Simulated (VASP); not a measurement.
# SnSe2 (P-3m1) in VASP: notebook

The runs below take SnSe2 through relaxation of cell and atoms, with PBE+D3(BJ), PBE+D4, PBEsol, r2SCAN.

Everything below comes from runs of VASP 6.6.1. Logs are shortened: lines on timing, memory, paths and dates and some standing lists are left out, and cuts for length are marked.

### 1 The cell of the first run

The structure is trigonal, space group P-3m1 (No. 164). The conventional cell has a = 3.811 Å, b = 3.811 Å, c = 6.136 Å, α = 90.00°, β = 90.00°, γ = 120.00°. Within 3.5 Å of Sn (site symmetry -3m) lie 6 Se at 2.68 Å. Se (site symmetry 3m) has 3 Sn at 2.68 Å within 3.5 Å.

### 2 Relaxation of cell and atoms, PBE+D3(BJ)

INCAR

```
SYSTEM = SnSe2
  PREC = Accurate
  ENCUT = 600
  EDIFF = 1E-6
  ISMEAR = 0
  SIGMA = 0.01
  LREAL = .False.
  LASPH = .True.
  NELM = 60
  ALGO = Normal
  ISIF = 3
  LWAVE = .False.
  LCHARG = .False.
  GGA = PE
  IVDW = 12
  IBRION = 2
  NSW = 60
  EDIFFG = -0.005
```

KPOINTS

```
Automatic mesh
0
Gamma
  6 6 4
  0 0 0
```

POSCAR

```
SnSe2
1.0
    3.8110000000      0.0000000000      0.0000000000
   -1.9055000000      3.3004228100      0.0000000000
    0.0000000000      0.0000000000      6.1360000000
Sn Se
1 2
Direct
    0.0000000000      0.0000000000      0.0000000000
    0.3333333343      0.6666666687      0.2490000000
    0.6666666672      0.3333333343      0.7510000000
```

Potentials or basis: VASP PAW PBE potentials, release 64 (Sn_d, Se).

Run with:

```sh
$ cat potpaw_PBE.64/Sn_d/POTCAR potpaw_PBE.64/Se/POTCAR > POTCAR
$ mpirun -np 1 vasp_std > vasp.out
```

OUTCAR:

```text
SYSTEM = SnSe2
   PREC = Accurate
   ENCUT = 600
   EDIFF = 1E-6
   ISMEAR = 0
   LREAL = .False.
   LASPH = .True.
   NELM = 60
   ISIF = 3
   GGA = PE
   IVDW = 12
   IBRION = 2
   NSW = 60
   EDIFFG = -0.005
 IVDW          = 12

 ion  position               nearest neighbor table
   1  0.000  0.000  0.000-   3 2.68   2 2.68   2 2.68   3 2.68   3 2.68   2 2.68
   2  0.333  0.667  0.249-   1 2.68   1 2.68   1 2.68
   3  0.667  0.333  0.751-   1 2.68   1 2.68   1 2.68

  LATTYP: Found a hexagonal cell.
 ALAT       =     3.8110000000
 C/A-ratio  =     1.6100760955

  Lattice vectors:

 A1 = (   3.8110000000,   0.0000000000,   0.0000000000)
 A2 = (  -1.9055000000,   3.3004228100,   0.0000000000)
 A3 = (   0.0000000000,   0.0000000000,   6.1360000000)

Analysis of symmetry for initial positions (statically):
=====================================================================
 Subroutine PRICEL returns:
 Original cell was already a primitive cell.

 Routine SETGRP: Setting up the symmetry group for a
 hexagonal supercell.

 Subroutine GETGRP returns: Found 12 space group operations
 (whereof 12 operations were pure point group operations)
 out of a pool of 24 trial point group operations.

The static configuration has the point symmetry D_3d.

Analysis of symmetry for dynamics (positions and initial velocities):
=====================================================================
 Subroutine PRICEL returns:
 Original cell was already a primitive cell.

 Routine SETGRP: Setting up the symmetry group for a
 hexagonal supercell.

 Subroutine GETGRP returns: Found 12 space group operations
 (whereof 12 operations were pure point group operations)
 out of a pool of 24 trial point group operations.

The dynamic configuration has the point symmetry D_3d.

 Subroutine INISYM returns: Found 12 space group operations
 (whereof 12 operations are pure point group operations),
 and found     1 'primitive' translations

----------------------------------------------------------------------------------------

                                     Primitive cell

  volume of cell :      77.1781

  direct lattice vectors                    reciprocal lattice vectors
     3.811000000  0.000000000  0.000000000     0.262398321  0.151495741  0.000000000
    -1.905500000  3.300422810  0.000000000     0.000000000  0.302991482  0.000000000
     0.000000000  0.000000000  6.136000000     0.000000000  0.000000000  0.162972621

  length of vectors
     3.811000000  3.810999997  6.136000000     0.302991482  0.302991482  0.162972621

  position of ions in fractional coordinates (direct lattice)
     0.000000000  0.000000000  0.000000000
     0.333333334  0.666666669  0.249000000
     0.666666667  0.333333334  0.751000000

  ion indices of the primitive-cell ions
   primitive index   ion index
                 1           1
                 2           2
                 3           3

----------------------------------------------------------------------------------------

 KPOINTS: Automatic mesh

Automatic generation of k-mesh.
 Grid dimensions read from file:
 generate k-points for:    6    6    4

 Generating k-lattice:

  Cartesian coordinates                     Fractional coordinates (reciprocal lattice)
     0.043733053  0.025249290  0.000000000     0.166666667  0.000000000  0.000000000
     0.000000000  0.050498580  0.000000000     0.000000000  0.166666667  0.000000000
     0.000000000  0.000000000  0.040743155     0.000000000  0.000000000  0.250000000

  Length of vectors
     0.050498580  0.050498580  0.040743155

  Shift w.r.t. Gamma in fractional coordinates (k-lattice)
     0.000000000  0.000000000  0.000000000

 Subroutine IBZKPT returns following result:
 ===========================================

 Found     24 irreducible k-points:

 Following reciprocal coordinates:
            Coordinates               Weight
  0.000000  0.000000  0.000000      1.000000
  0.166667 -0.000000  0.000000      6.000000
  0.333333 -0.000000  0.000000      6.000000
  0.500000 -0.000000  0.000000      3.000000
  0.166667  0.166667  0.000000      6.000000
  0.333333  0.166667  0.000000     12.000000
[... 16 lines left out ...]
  0.333333  0.166667  0.500000     12.000000
  0.333333  0.333333  0.500000      2.000000
   k-points           NKPTS =     24   k-points in BZ     NKDIM =     24   number of bands    NBANDS=     17
   number of dos      NEDOS =    301   number of ions     NIONS =      3
   total plane-waves  NPLWV =  45000
   dimension x,y,z NGX =    30 NGY =   30 NGZ =   50
   dimension x,y,z NGXF=    60 NGYF=   60 NGZF=  100
   ions per type =               1   2
   NGX,Y,Z   is equivalent  to a cutoff of  13.09, 13.09, 13.55 a.u.
   NGXF,Y,Z  is equivalent  to a cutoff of  26.17, 26.17, 27.09 a.u.
 SYSTEM =  SnSe2
   PREC   = accura    normal or accurate (medium, high low for compatibility)
   ISTART =      0    job   : 0-new  1-cont  2-samecut
   ICHARG =      2    charge: 1-file 2-atom 10-const
   ISPIN  =      1    spin polarized calculation?
   LNONCOLLINEAR =      F non collinear calculations
   LSORBIT =      F    spin-orbit coupling
   LASPH  =      T    aspherical Exc in radial PAW
   ENCUT  =  600.0 eV  44.10 Ry    6.64 a.u.   7.61  7.61 12.26*2*pi/ulx,y,z
   NELM   =     60;   NELMIN=  2; NELMDL= -5     # of ELM steps
   EDIFF  = 0.1E-05   stopping-criterion for ELM
   LREAL  =      F    real-space projection
   EDIFFG = -.5E-02   stopping-criterion for IOM
   NSW    =     60    number of steps for IOM
   IBRION =      2    ionic relax: 0-MD 1-quasi-New 2-CG
   NFREE  =      1    steps in history (QN), initial steepest desc. (CG)
   ISIF   =      3    stress and relaxation
   ISYM   =      2    0-nonsym 1-usesym 2-fastsym
   POTIM  = 0.5000    time-step for ionic-motion
   TEBEG  =    0.0;   TEEND  =   0.0 temperature during run
   PSTRESS=    0.0 pullay stress
   NELECT =      26.0000    total number of electrons
   NUPDOWN=      -1.0000    fix difference up-down
   EMIN   =  10.00;   EMAX   =-10.00  energy-range for DOS
   EFERMI =   0.00;   METHOD = LEGACY
   ISMEAR =     0;   SIGMA  =   0.01  broadening in eV -4-tet -1-fermi 0-gaus
   EFERMI_NEDOS =   21; number of points for ismear=-14 and -15
   IALGO  =     38    algorithm
   IMIX   =      4    mixing-type and parameters
     AMIX     =   0.40;   BMIX     =  1.00
     AMIX_MAG =   1.60;   BMIX_MAG =  1.00
  volume/ion in A,a.u.               =      25.73       173.61
  Fermi-wavevector in a.u.,A,eV,Ry     =   1.139116  2.152617 17.654722  1.297585
  Thomas-Fermi vector in A             =   2.275820
   LORBIT       =      0    0 simple, 1 ext, 2 COOP (PROOUT), +10 PAW based schemes
   GGA     = PE    functional components
   LHFCALC =     F    Hartree Fock is set to
   AEXX    =    0.0000 exact exchange contribution
   IVDW    =    12    specifies the selected vdW correction
   LEPSILON=     F    determine dielectric tensor
   LRPA    =     F    only Hartree local field effects (RPA)
 conjugate gradient relaxation of ions
 non-spin polarized calculation
 Gauss-broadening in eV      SIGMA  =   0.01
  energy-cutoff  :      600.00
  volume of cell :       77.18
 maximum number of plane-waves:      2604
   NGX = 15   NGY = 15   NGZ = 25

--------------------------------------- Ionic step        1  -------------------------------------------

 number of electron      25.9999991 magnetization

 Free energy of the ion-electron system (eV)
  ---------------------------------------------------
  ext. energy  EPLUGINS =         0.00000000
  ---------------------------------------------------
  free energy    TOTEN  =       -11.73724591 eV

  energy without entropy =      -11.73724591  energy(sigma->0) =      -11.73724591

------------------------ aborting loop because EDIFF is reached ----------------------------------------

 Edisp (eV)   -1.08284

 E8    (eV) :    -0.4736

  FORCE on cell =-STRESS in cart. coord.  units (eV):
  Direction    XX          YY          ZZ          XY          YZ          ZX
  --------------------------------------------------------------------------------------
  -------------------------------------------------------------------------------------
  Total       1.39766     1.39766     2.05576     0.00000     0.00000     0.00000
  in kB      29.01466    29.01466    42.67648     0.00000     0.00000     0.00000
  external pressure =       33.57 kB  Pullay stress =        0.00 kB
[... 100 lines left out ...]
  FREE ENERGIE OF THE ION-ELECTRON SYSTEM (eV)
  ---------------------------------------------------
  free  energy   TOTEN  =       -12.8715213845 eV

  energy  without entropy=      -12.8715213845  energy(sigma->0) =      -12.87152138

 E-fermi :   3.9541     XC(G=0):  -9.3703

 val. band max:        3.8895075441   @ k =   0.1667  -0.0000   0.0000
 cond. band min:       4.5893518621   @ k =   0.5000  -0.0000   0.5000
 fundamental gap:      0.6998443180
 Fermi energy:         3.9541265419

 k-point     1 :       0.0000    0.0000    0.0000
  band No.  band energies     occupation
      1     -17.3113      2.00000
      2     -17.3113      2.00000
      3     -17.2750      2.00000
      4     -17.2640      2.00000
      5     -17.2640      2.00000
      6      -9.7958      2.00000
[... 9 lines left out ...]
     16       8.5747      0.00000
     17       8.5747      0.00000
[... 443 lines left out ...]
      1     -17.3245      2.00000
      2     -17.3245      2.00000
      3     -17.2646      2.00000
      4     -17.2646      2.00000
      5     -17.2449      2.00000
      6      -7.8232      2.00000
[... 9 lines left out ...]
     16       8.3227      0.00000
     17       9.8509      0.00000

[... ionic steps 4 to 13 ...]

--------------------------------------- Ionic step       14  -------------------------------------------

 number of electron      25.9999996 magnetization

------------------------ aborting loop because EDIFF is reached ----------------------------------------

 Edisp (eV)   -1.09057

 E8    (eV) :    -0.4774
[... 71 lines left out ...]
  energy  without entropy=      -12.8870021796  energy(sigma->0) =      -12.88700218

--------------------------------------- Ionic step       16  -------------------------------------------

 number of electron      25.9999996 magnetization

 Free energy of the ion-electron system (eV)
  ---------------------------------------------------
  ext. energy  EPLUGINS =         0.00000000
  ---------------------------------------------------
  free energy    TOTEN  =       -11.79685342 eV

  energy without entropy =      -11.79685342  energy(sigma->0) =      -11.79685342

 E-fermi :   4.3900     XC(G=0):  -9.5552

 val. band max:        4.3427048507   @ k =   0.1667  -0.0000   0.0000
 cond. band min:       4.9640154307   @ k =   0.5000  -0.0000   0.2500
 fundamental gap:      0.6213105800
 Fermi energy:         4.3899503512

 k-point     1 :       0.0000    0.0000    0.0000
  band No.  band energies     occupation
      1     -16.9903      2.00000
      2     -16.9903      2.00000
      3     -16.9580      2.00000
      4     -16.9463      2.00000
      5     -16.9463      2.00000
      6      -9.5139      2.00000
[... 9 lines left out ...]
     16       8.8824      0.00000
     17       8.8824      0.00000
[... 492 lines left out ...]
  FREE ENERGIE OF THE ION-ELECTRON SYSTEM (eV)
  ---------------------------------------------------
  free  energy   TOTEN  =       -12.8870245992 eV

  energy  without entropy=      -12.8870245992  energy(sigma->0) =      -12.88702460

 reached required accuracy - stopping structural energy minimisation
```

Run time: 5.6 min. Hardware: 1 thread of Intel Xeon Platinum 8259CL at 2.50GHz (Skylake/Cascade Lake), shared host; peak memory 0.24 GiB.

Results:

```
Free energy                           : -12.8870 eV
Relaxed volume                        : 25.61 Å³/atom
Relaxed cell                          : a = 3.844 Å, b = 3.844 Å, c = 6.003 Å, α = 90.00°, β = 90.00°, γ = 120.00°
Space group after relaxing (to 0.1 Å) : P-3m1 (No. 164)
Energy gained by relaxing             : 22.3 meV/atom
Ionic steps                           : 16
Pressure after relaxing               : 0.0 GPa
Band gap on the k mesh                : 0.62 eV (least direct gap 0.79 eV)
Dispersion energy per atom            : -0.363 eV
```

The path:
| step | energy change (eV) | largest force (eV/Å) | pressure (GPa) | volume (Å³) |
| --- | --- | --- | --- | --- |
| 1 | 0.0000 | 0.8080 | 3.36 | 77.18 |
| 2 | -0.0188 | 0.2956 | -2.87 | 83.35 |
| 3 | -0.0514 | 0.1595 | -0.40 | 80.51 |
| 4 | -0.0514 | 0.1710 | -0.32 | 80.44 |
| 5 | -0.0549 | 0.1277 | -0.21 | 79.94 |
| 6 | -0.0569 | 0.0759 | -0.04 | 79.35 |
| 7 | -0.0570 | 0.0604 | 0.01 | 79.18 |
| 8 | -0.0591 | 0.0419 | -0.06 | 78.94 |
| 9 | -0.0639 | 0.0117 | -0.26 | 78.21 |
| 10 | -0.0651 | 0.1142 | -0.49 | 76.72 |
| 11 | -0.0661 | 0.0662 | -0.37 | 77.37 |
| 12 | -0.0660 | 0.0605 | 0.50 | 76.16 |
| 13 | -0.0669 | 0.0056 | 0.05 | 76.79 |
| 14 | -0.0669 | 0.0084 | 0.00 | 76.81 |
| 15 | -0.0669 | 0.0069 | 0.02 | 76.80 |
| 16 | -0.0669 | 0.0020 | -0.01 | 76.84 |

Final structure:
```
CELL_PARAMETERS angstrom
3.84447 0.00000 0.00000
-1.92223 3.32940 0.00000
0.00000 0.00000 6.00342
ATOMIC_POSITIONS crystal
Sn 0.00000 0.00000 0.00000
Se 0.33333 0.66667 0.26527
Se 0.66667 0.33333 0.73473
```

Levels at points of the mesh, in eV from the valence-band top:
```
           k point  band 9  band 10  band 11  band 12  band 13  band 14  band 15  band 16  band 17
(0.00, 0.00, 0.00)   -0.66    -0.66    -0.49    -0.49    -0.03     0.75     2.97     4.54     4.54
(0.50, 0.00, 0.00)   -4.27    -3.16    -2.60    -1.60    -0.31     1.18     3.56     4.96     5.08
(0.00, 0.00, 0.50)   -2.36    -0.83    -0.83    -0.23    -0.23     2.44     2.83     4.15     4.15
(0.50, 0.00, 0.50)   -4.94    -2.31    -1.97    -1.03    -0.92     0.68     3.97     4.59     5.81
```

Caveat: spin-orbit coupling is left out, which moves the levels of the heavy elements.

### 3 Relaxation of cell and atoms, PBE+D4

INCAR

```
SYSTEM = SnSe2
PREC     = Accurate       ! precision mode
ENCUT    = 600            ! plane-wave cutoff, eV
EDIFF    = 1E-6           ! SCF threshold, eV
ISMEAR   = 0              ! smearing method
SIGMA    = 0.01           ! smearing width, eV
LREAL    = .False.        ! projectors in reciprocal space
LASPH    = .True.         ! aspherical terms in the spheres
NELM     = 100            ! most SCF steps
ALGO     = Normal         ! electronic algorithm
ISIF     = 3              ! what is computed and relaxed
LWAVE    = .False.        ! write WAVECAR
LCHARG   = .False.        ! write CHGCAR
GGA      = PE             ! functional
IVDW     = 13             ! dispersion correction
IBRION   = 2              ! ionic algorithm
NSW      = 60             ! ionic steps
EDIFFG   = -0.005         ! ionic threshold
```

KPOINTS is that of step 2.

POSCAR is that of step 2.

Potentials or basis: VASP PAW PBE potentials, release 64 (Sn_d, Se).

Run with:

```sh
$ cat potpaw_PBE.64/Sn_d/POTCAR potpaw_PBE.64/Se/POTCAR > POTCAR
$ mpirun -np 1 vasp_std > vasp.out
```

Wall time 7.4 min (1 thread of Intel Xeon Platinum 8259CL at 2.50GHz (Skylake/Cascade Lake), shared host); peak memory 0.23 GiB.

It converged, with:

* Free energy: -12.9930 eV
* Relaxed volume: 25.56 Å³/atom
* Relaxed cell: a = 3.844 Å, b = 3.844 Å, c = 5.994 Å, α = 90.00°, β = 90.00°, γ = 120.00°
* Space group after relaxing (to 0.1 Å): P-3m1 (No. 164)
* Energy gained by relaxing: 22.2 meV/atom
* Ionic steps: 15
* Pressure after relaxing: 0.0 GPa
* Band gap on the k mesh: 0.62 eV (least direct gap 0.78 eV)
* Dispersion energy per atom: -0.400 eV

Step by step:
```tsv
step	energy change (eV)	largest force (eV/Å)	pressure (GPa)	volume (Å³)
1	0.0000	0.8074	3.29	77.18
2	-0.0182	0.2889	-2.88	83.23
3	-0.0502	0.1643	-0.43	80.44
4	-0.0502	0.1758	-0.34	80.37
5	-0.0540	0.1303	-0.22	79.85
6	-0.0561	0.0771	-0.05	79.25
7	-0.0562	0.0624	0.01	79.09
8	-0.0584	0.0450	-0.06	78.84
9	-0.0634	0.0057	-0.24	78.09
10	-0.0652	0.1028	-0.43	76.57
11	-0.0660	0.0626	-0.34	77.16
12	-0.0641	0.1059	0.82	75.66
13	-0.0666	0.0062	0.03	76.65
14	-0.0666	0.0045	0.04	76.64
15	-0.0667	0.0010	-0.02	76.69
```

Final structure:
```xyz
3
Lattice="3.8435 0.0000 0.0000 -1.9218 3.3286 0.0000 0.0000 0.0000 5.9943" Properties=species:S:1:pos:R:3 pbc="T T T"
Sn   -1.9218    3.3286    5.9943
Se    0.0000    2.2191    1.5921
Se    1.9218    1.1095    4.4022
```

Levels at points of the mesh, in eV from the valence-band top:
| k point | band 11 | band 12 | band 13 | band 14 | band 15 | band 16 |
| --- | --- | --- | --- | --- | --- | --- |
| (0.00, 0.00, 0.00) | -0.50 | -0.50 | -0.03 | 0.75 | 2.96 | 4.54 |
| (0.50, 0.00, 0.00) | -2.61 | -1.62 | -0.31 | 1.18 | 3.56 | 4.94 |
| (0.00, 0.00, 0.50) | -0.84 | -0.24 | -0.24 | 2.44 | 2.82 | 4.14 |
| (0.50, 0.00, 0.50) | -1.98 | -1.04 | -0.94 | 0.68 | 3.97 | 4.59 |

Caveat: spin-orbit coupling is left out, which moves the levels of the heavy elements. A k mesh can miss the band edges.

(Part 1 of 2 ends here.)
